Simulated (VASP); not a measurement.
# Ir (P6_3/mmc) in VASP: further runs

Runs on Ir. Level: revPBE. Tasks: single point.

All numbers are computed with VASP 6.6.1; they aren't measurements. Logs are shortened: lines on timing, memory, paths and dates and some standing lists are left out, and cuts for length are marked.

## (1) The cell of the first run

It takes space group P6_3/mmc (No. 194, hexagonal). The conventional cell has a = 2.757 Å, b = 2.757 Å, c = 4.470 Å, α = 90.00°, β = 90.00°, γ = 120.00°. Within 3.6 Å of Ir (site symmetry -6m2) lie 12 Ir at 2.74 to 2.76 Å.

## (2) Single point, revPBE

File INCAR:

```
SYSTEM = Ir
PREC = Accurate
ENCUT = 520
EDIFF = 1E-6
ISMEAR = -1
SIGMA = 0.1
LREAL = .FALSE.
LASPH = .TRUE.
NELM = 100
ALGO = Normal
ISIF = 2
LWAVE = .FALSE.
LCHARG = .TRUE.
GGA = RE
LELF = .TRUE.
LVHAR = .TRUE.
NBANDS = 16
```

File KPOINTS:

```
regular mesh
0
G
  13 13 7
  0 0 0
```

File POSCAR:

```
Ir
1.0
    2.7566050932      0.0000000000      0.0000000000
   -1.3783025466      2.3872900389      0.0000000000
    0.0000000000      0.0000000000      4.4702982130
Ir
2
Direct
    0.3333333333      0.6666666667      0.2500000000
    0.6666666667      0.3333333333      0.7500000000
```

Potentials or basis: VASP PAW PBE potentials, release 64 (Ir).

On the command line:

```bash
cat potpaw_PBE.64/Ir/POTCAR > POTCAR
mpirun -np 1 vasp_std > vasp.out
```

OUTCAR:

```text
SYSTEM = Ir
   PREC = Accurate
   ENCUT = 520
   EDIFF = 1E-6
   ISMEAR = -1
   LREAL = .FALSE.
   LASPH = .TRUE.
   NELM = 100
   ISIF = 2
   GGA = RE

 ion  position               nearest neighbor table
   1  0.333  0.667  0.250-   2 2.74   2 2.74   2 2.74   2 2.74   2 2.74   2 2.74
   2  0.667  0.333  0.750-   1 2.74   1 2.74   1 2.74   1 2.74   1 2.74   1 2.74

  LATTYP: Found a hexagonal cell.
 ALAT       =     2.7566050932
 C/A-ratio  =     1.6216679799

  Lattice vectors:

 A1 = (   2.7566050932,   0.0000000000,   0.0000000000)
 A2 = (  -1.3783025466,   2.3872900389,   0.0000000000)
 A3 = (   0.0000000000,   0.0000000000,   4.4702982130)

Analysis of symmetry for initial positions (statically):
=====================================================================
 Subroutine PRICEL returns:
 Original cell was already a primitive cell.

 Routine SETGRP: Setting up the symmetry group for a
 hexagonal supercell.

 Subroutine GETGRP returns: Found 24 space group operations
 (whereof 12 operations were pure point group operations)
 out of a pool of 24 trial point group operations.

The static configuration has the point symmetry D_3d.
 The point group associated with its full space group is D_6h.

Analysis of symmetry for dynamics (positions and initial velocities):
=====================================================================
 Subroutine PRICEL returns:
 Original cell was already a primitive cell.

 Routine SETGRP: Setting up the symmetry group for a
 hexagonal supercell.

 Subroutine GETGRP returns: Found 24 space group operations
 (whereof 12 operations were pure point group operations)
 out of a pool of 24 trial point group operations.

The dynamic configuration has the point symmetry D_3d.
 The point group associated with its full space group is D_6h.

 Subroutine INISYM returns: Found 24 space group operations
 (whereof 12 operations are pure point group operations),
 and found     1 'primitive' translations

----------------------------------------------------------------------------------------

                                     Primitive cell

  volume of cell :      29.4182

  direct lattice vectors                    reciprocal lattice vectors
     2.756605093  0.000000000  0.000000000     0.362765056  0.209442503  0.000000000
    -1.378302547  2.387290039  0.000000000     0.000000000  0.418885005  0.000000000
[... 78 lines left out ...]
   ICHARG =      2    charge: 1-file 2-atom 10-const
   ISPIN  =      1    spin polarized calculation?
   LNONCOLLINEAR =      F non collinear calculations
   LSORBIT =      F    spin-orbit coupling
   LASPH  =      T    aspherical Exc in radial PAW
   ENCUT  =  520.0 eV  38.22 Ry    6.18 a.u.   5.13  5.13  8.31*2*pi/ulx,y,z
   NELM   =    100;   NELMIN=  2; NELMDL= -5     # of ELM steps
   EDIFF  = 0.1E-05   stopping-criterion for ELM
   LREAL  =      F    real-space projection
   EDIFFG = 0.1E-04   stopping-criterion for IOM
   NSW    =      0    number of steps for IOM
   IBRION =     -1    ionic relax: 0-MD 1-quasi-New 2-CG
   NFREE  =      0    steps in history (QN), initial steepest desc. (CG)
   ISIF   =      2    stress and relaxation
   ISYM   =      2    0-nonsym 1-usesym 2-fastsym
   POTIM  = 0.5000    time-step for ionic-motion
   TEBEG  =    0.0;   TEEND  =   0.0 temperature during run
   PSTRESS=    0.0 pullay stress
   NELECT =      18.0000    total number of electrons
   NUPDOWN=      -1.0000    fix difference up-down
   EMIN   =  10.00;   EMAX   =-10.00  energy-range for DOS
   EFERMI =   0.00;   METHOD = LEGACY
   ISMEAR =    -1;   SIGMA  =   0.10  broadening in eV -4-tet -1-fermi 0-gaus
   EFERMI_NEDOS =   21; number of points for ismear=-14 and -15
   IALGO  =     38    algorithm
   IMIX   =      4    mixing-type and parameters
     AMIX     =   0.40;   BMIX     =  1.00
     AMIX_MAG =   1.60;   BMIX_MAG =  1.00
  volume/ion in A,a.u.               =      14.71        99.26
  Fermi-wavevector in a.u.,A,eV,Ry     =   1.389825  2.626389 26.281214  1.931615
  Thomas-Fermi vector in A             =   2.513819
   LORBIT       =      0    0 simple, 1 ext, 2 COOP (PROOUT), +10 PAW based schemes
   GGA     = RE    functional components
   LHFCALC =     F    Hartree Fock is set to
   AEXX    =    0.0000 exact exchange contribution
   IVDW    =     0    specifies the selected vdW correction
   LEPSILON=     F    determine dielectric tensor
   LRPA    =     F    only Hartree local field effects (RPA)
 non-spin polarized calculation
  energy-cutoff  :      520.00
  volume of cell :       29.42
 maximum number of plane-waves:       806
 NGX is ok and might be reduce to    24
   NGX = 11   NGY = 11   NGZ = 17

 number of electron      17.9999998 magnetization

 Free energy of the ion-electron system (eV)
  ---------------------------------------------------
  ext. energy  EPLUGINS =         0.00000000
  ---------------------------------------------------
  free energy    TOTEN  =       -16.52486271 eV

  energy without entropy =      -16.43512407  energy(sigma->0) =      -16.47999339

 E-fermi :   9.9212     XC(G=0): -13.7275

 val. band max:        9.9041820727   @ k =   0.3846   0.0000   0.1429
 cond. band min:       9.9282585091   @ k =   0.3846   0.2308   0.2857
 fundamental gap:      0.0240764364
 Fermi energy:         9.9212445788

 k-point     1 :       0.0000    0.0000    0.0000
  band No.  band energies     occupation
      1      -0.8914      2.00000
      2       2.1323      2.00000
      3       6.1870      2.00000
      4       6.2857      2.00000
      5       6.2857      2.00000
      6       6.9033      2.00000
[... 433 lines left out ...]
      3       5.4598      2.00000
      4       5.8944      2.00000
      5       6.3057      2.00000
      6       6.7497      2.00000
[... 8 lines left out ...]
     15      26.7455      0.00000
     16      27.3314      0.00000

 [... further k-points ...]
[... 5 lines left out ...]
  --------------------------------------------------------------------------------------
  -------------------------------------------------------------------------------------
  Total        0.0668938      0.0668938      0.0736784     -0.0000000      0.0000000      0.0000000
  in kB        3.6431768      3.6431768      4.0126812     -0.0000000      0.0000000      0.0000000
  external PRESSURE =       3.7663449 kB  Pullay stress =       0.0000000 kB

 VOLUME and BASIS-vectors are now :
 -----------------------------------------------------------------------------
  energy-cutoff  :      520.00
  volume of cell :       29.42
      direct lattice vectors                 reciprocal lattice vectors
     2.756605093  0.000000000  0.000000000     0.362765056  0.209442503  0.000000000
    -1.378302547  2.387290039  0.000000000     0.000000000  0.418885005  0.000000000
     0.000000000  0.000000000  4.470298213     0.000000000  0.000000000  0.223698723

 POSITION                                       TOTAL-FORCE (eV/Angst)
 -----------------------------------------------------------------------------------
     -0.00000      1.59153      1.11757         0.000000      0.000000      0.000000
      1.37830      0.79576      3.35272        -0.000000     -0.000000      0.000000
 -----------------------------------------------------------------------------------
    total drift:                               -0.000000      0.000000     -0.000000

  FREE ENERGIE OF THE ION-ELECTRON SYSTEM (eV)
  ---------------------------------------------------
  free  energy   TOTEN  =       -16.5248627090 eV

  energy  without entropy=      -16.4351240708  energy(sigma->0) =      -16.47999339
```

OSZICAR:

```text
N       E                     dE             d eps       ncg     rms          rms(c)
DAV:   1     0.141392394708E+03    0.14139E+03   -0.84581E+03  2688   0.113E+03
DAV:   2    -0.137588210717E+02   -0.15515E+03   -0.13980E+03  2688   0.305E+02
DAV:   3    -0.175356758854E+02   -0.37769E+01   -0.37151E+01  3712   0.564E+01
DAV:   4    -0.175764394078E+02   -0.40764E-01   -0.40754E-01  3048   0.496E+00
DAV:   5    -0.175775414923E+02   -0.11021E-02   -0.11021E-02  3760   0.855E-01    0.197E+01
DAV:   6    -0.166943421455E+02    0.88320E+00   -0.11381E+00  3392   0.139E+01    0.822E+00
DAV:   7    -0.165358684662E+02    0.15847E+00   -0.36090E-01  3600   0.738E+00    0.214E+00
DAV:   8    -0.165270957921E+02    0.87727E-02   -0.62811E-03  3024   0.754E-01    0.817E-01
DAV:   9    -0.165248449879E+02    0.22508E-02   -0.34930E-03  3680   0.743E-01    0.220E-02
DAV:  10    -0.165248574407E+02   -0.12453E-04   -0.21638E-05  3560   0.378E-02    0.101E-02
DAV:  11    -0.165248626556E+02   -0.52149E-05   -0.20377E-06  3584   0.113E-02    0.102E-03
DAV:  12    -0.165248627090E+02   -0.53436E-07   -0.82321E-08  2040   0.265E-03
   1 F= -.16524863E+02 E0= -.16479993E+02  d E =-.897386E-01
```

It took 24 s on 1 thread of Intel Xeon Platinum 8488C (Sapphire Rapids), shared host; peak memory 0.18 GiB.

What came out:

```
Free energy            : -16.5249 eV
Pressure               : 0.4 GPa
Band gap on the k mesh : zero (band 9 reaches 10.81 eV, above the bottom of band 10 at 7.63 eV)
```

Caveat: the PAW data sets were made with another functional, which shifts forces and pressure a little; spin-orbit coupling is left out, which moves the levels of the heavy elements.

## (3) Single point, revPBE (volume scaled by 0.88)

File INCAR:

```
  ALGO = Normal
  EDIFF = 1E-6
  ENCUT = 520
  GGA = RE
  ISIF = 2
  ISMEAR = -1
  LASPH = T
  LCHARG = F
  LREAL = F
  LWAVE = F
  NBANDS = 16
  NELM = 60
  PREC = Accurate
  SIGMA = 0.1
```

File KPOINTS:

```
k-points
0
Gamma
  15 15 8
```

File POSCAR:

```
Ir
1.0
    2.6416104763      0.0000000000      0.0000000000
   -1.3208052382      2.2877017794      0.0000000000
    0.0000000000      0.0000000000      4.2838151250
Ir
2
Direct
    0.3333333333      0.6666666667      0.2500000000
    0.6666666667      0.3333333333      0.7500000000
```

Potentials or basis: VASP PAW PBE potentials, release 64 (Ir).

On the command line:

```bash
cat potpaw_PBE.64/Ir/POTCAR > POTCAR
mpirun -np 1 vasp_std > vasp.out
```

OUTCAR:

```text
EDIFF = 1E-6
   ENCUT = 520
   GGA = RE
   ISIF = 2
   ISMEAR = -1
   LASPH = T
   LREAL = F
   NELM = 60
   PREC = Accurate

 ion  position               nearest neighbor table
   1  0.333  0.667  0.250-   2 2.63   2 2.63   2 2.63   2 2.63   2 2.63   2 2.63
   2  0.667  0.333  0.750-   1 2.63   1 2.63   1 2.63   1 2.63   1 2.63   1 2.63

  LATTYP: Found a hexagonal cell.
 ALAT       =     2.6416104763
 C/A-ratio  =     1.6216679800

  Lattice vectors:

[... 194 lines left out ...]
      6       8.5500      2.00000
[... 433 lines left out ...]
      3       4.9021      2.00000
      4       7.1276      2.00000
      5       7.1896      2.00000
      6       7.8187      2.00000
[... 8 lines left out ...]
     15      25.3585      0.00000
     16      26.4193      0.00000

 [... further k-points ...]
[... 5 lines left out ...]
  --------------------------------------------------------------------------------------
  -------------------------------------------------------------------------------------
  Total        9.5445112      9.5445112      9.7258562     -0.0000000     -0.0000000      0.0000000
  in kB      590.6978191    590.6978191    601.9210289     -0.0000000     -0.0000000      0.0000000
  external PRESSURE =     594.4388891 kB  Pullay stress =       0.0000000 kB

 VOLUME and BASIS-vectors are now :
 -----------------------------------------------------------------------------
  energy-cutoff  :      520.00
  volume of cell :       25.89
      direct lattice vectors                 reciprocal lattice vectors
     2.641610476  0.000000000  0.000000000     0.378556948  0.218559956  0.000000000
    -1.320805238  2.287701779  0.000000000     0.000000000  0.437119912  0.000000000
     0.000000000  0.000000000  4.283815125     0.000000000  0.000000000  0.233436778

 POSITION                                       TOTAL-FORCE (eV/Angst)
 -----------------------------------------------------------------------------------
     -0.00000      1.52513      1.07095         0.000000      0.000000      0.000000
      1.32081      0.76257      3.21286        -0.000000      0.000000      0.000000
 -----------------------------------------------------------------------------------
    total drift:                               -0.000000      0.000000     -0.000000

  FREE ENERGIE OF THE ION-ELECTRON SYSTEM (eV)
  ---------------------------------------------------
  free  energy   TOTEN  =       -15.9552201258 eV

  energy  without entropy=      -15.8899914314  energy(sigma->0) =      -15.92260578
```

OSZICAR:

```text
N       E                     dE             d eps       ncg     rms          rms(c)
DAV:   1     0.149486110666E+03    0.14949E+03   -0.86045E+03  4320   0.115E+03
DAV:   2    -0.133012982895E+02   -0.16279E+03   -0.14766E+03  4320   0.317E+02
DAV:   3    -0.168568300279E+02   -0.35555E+01   -0.35176E+01  5888   0.565E+01
DAV:   4    -0.168962756129E+02   -0.39446E-01   -0.39439E-01  4896   0.493E+00
DAV:   5    -0.168973610500E+02   -0.10854E-02   -0.10854E-02  6128   0.858E-01    0.281E+01
DAV:   6    -0.161644619532E+02    0.73290E+00   -0.71546E-01  5576   0.113E+01    0.129E+01
DAV:   7    -0.159671668178E+02    0.19730E+00   -0.34808E-01  5808   0.755E+00    0.189E+00
DAV:   8    -0.159554101089E+02    0.11757E-01   -0.11741E-02  5080   0.124E+00    0.255E-01
DAV:   9    -0.159552051664E+02    0.20494E-03   -0.91389E-04  6072   0.391E-01    0.311E-02
DAV:  10    -0.159552182830E+02   -0.13117E-04   -0.14325E-05  5480   0.314E-02    0.150E-02
DAV:  11    -0.159552204127E+02   -0.21297E-05   -0.11418E-06  4680   0.119E-02    0.193E-03
DAV:  12    -0.159552201258E+02    0.28687E-06   -0.18190E-07  3296   0.482E-03
   1 F= -.15955220E+02 E0= -.15922606E+02  d E =-.652287E-01
```

stdout:

```text
POSCAR found type information on POSCAR Ir
 POSCAR found :  1 types and       2 ions
 scaLAPACK will be used
 -----------------------------------------------------------------------------
|                                                                             |
|                                                                             |
|     You enforced a specific xc type in the INCAR file but a different       |
|     I HOPE YOU KNOW WHAT YOU ARE DOING!                                     |
|                                                                             |
 -----------------------------------------------------------------------------

 LDA part: xc-table for (Slater+PW92), standard interpolation
 POSCAR, INCAR and KPOINTS ok, starting setup
 FFT: planning ... GRIDC
 FFT: planning ... GRID_SOFT
 FFT: planning ... GRID
 WAVECAR not read
 entering main loop
```

It took 29 s on 1 thread of Intel Xeon Platinum 8488C (Sapphire Rapids), shared host; peak memory 0.17 GiB.

Results:

```
Free energy            : -15.9552 eV
Pressure               : 59.4 GPa
Band gap on the k mesh : zero (band 9 reaches 13.38 eV, above the bottom of band 10 at 9.57 eV)
```

Stress tensor (GPa, compression positive):
```
59.07  0.00  0.00
 0.00 59.07  0.00
 0.00  0.00 60.19
```

Levels at points of the mesh, in eV from the Fermi level:
| k point | band 5 | band 6 | band 7 | band 8 | band 9 | band 10 | band 11 | band 12 | band 13 | band 14 |
| --- | --- | --- | --- | --- | --- | --- | --- | --- | --- | --- |
| (0.00, 0.00, 0.00) | -4.45 | -3.68 | -3.68 | -2.75 | -2.75 | -1.07 | 0.30 | 0.30 | 7.98 | 14.02 |
| (0.00, 0.00, 0.50) | -4.58 | -4.58 | -4.58 | -4.58 | -0.54 | -0.54 | -0.54 | -0.54 | 13.58 | 13.58 |

Caveat: the PAW data sets were made with another functional, which shifts forces and pressure a little; spin-orbit coupling is left out, which moves the levels of the heavy elements.

(Part 1 of 2 ends here.)
